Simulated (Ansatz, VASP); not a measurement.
# One calculation of HfN, two programs

INCAR

```
SYSTEM = HfN
PREC = Accurate ; ENCUT = 520
EDIFF = 1E-6 ; ISMEAR = 0
SIGMA = 0.15 ; LREAL = .FALSE.
LASPH = .TRUE. ; NELM = 80
ALGO = Normal ; ISIF = 2
LWAVE = .FALSE. ; LCHARG = .FALSE.
GGA = PE ; NBANDS = 14
```

Contents of KPOINTS:

```
Automatic mesh
0
G
  16 16 16
  0 0 0
```

File POSCAR:

```
HfN
1.0
    0.0000000000      2.4548220000      2.4548220000
    2.4548220000      0.0000000000      2.4548220000
    2.4548220000      2.4548220000      0.0000000000
Hf N
1 1
Direct
    0.0076380283      0.0076380283     -0.0076380283
    0.7500000000      0.7500000000      0.7500000000
```

Input for Ansatz:

```yaml
crystal:
  lattice:
    - [0.0, 2.454822, 2.454822]
    - [2.454822, 0.0, 2.454822]
    - [2.454822, 2.454822, 0.0]
  atoms:
    - { symbol: Hf, position: [0.0076380283, 0.0076380283, -0.0076380283] }
    - { symbol: "N", position: [0.75, 0.75, 0.75] }
basis:
  ecutwfc: 420
kpoints:
  mp_grid: { grid: [16, 16, 16] }
hamiltonian:
  xc: pbe
scf:
  occupations: { method: gaussian, width: 0.15 }
output:
  forces: true
  stress: true
  eigenvalues: true
```

Change from the starting cell: all Hf atoms moved +0.037 Å, as atom 1 along Cartesian [0 0 1].

Alike in both runs: task single point; functional PBE; k mesh 16 × 16 × 16; occupations gaussian, width 0.15 eV; no spin polarisation.

```csv
,VASP,Ansatz
version,VASP 6.6.1,Ansatz 0.2.0
potentials or method,"VASP PAW PBE potentials, release 64 (Hf_pv, N), cutoff 520 eV","scalar-relativistic, plane waves, PAW"
valence electrons in the cell,15,31
```

|  | VASP | Ansatz | Ansatz less VASP |
| --- | --- | --- | --- |
| gap on the k mesh at the Fermi level (eV) | none | none | - |
| pressure (GPa) | -0.2 | 0.9 | +1.05 |
| traceless stress, the component that is largest in VASP (GPa) | -2.06 | -2.08 | -0.018 |
| rms of the force components (eV/Å) | 0.252 | 0.253 | +0.0003 |

Atom by atom the forces differ by 0.000 eV/Å (rms over components). A gap of «none» marks a metal or a gap that the smearing closes. The functional is the same, so the differences come from potentials, cutoffs and numerics. VASP's potentials hold 15 valence electrons a cell and Ansatz's 31, so a difference there can come from the potentials and not from the codes.

Spin-orbit coupling is off throughout.
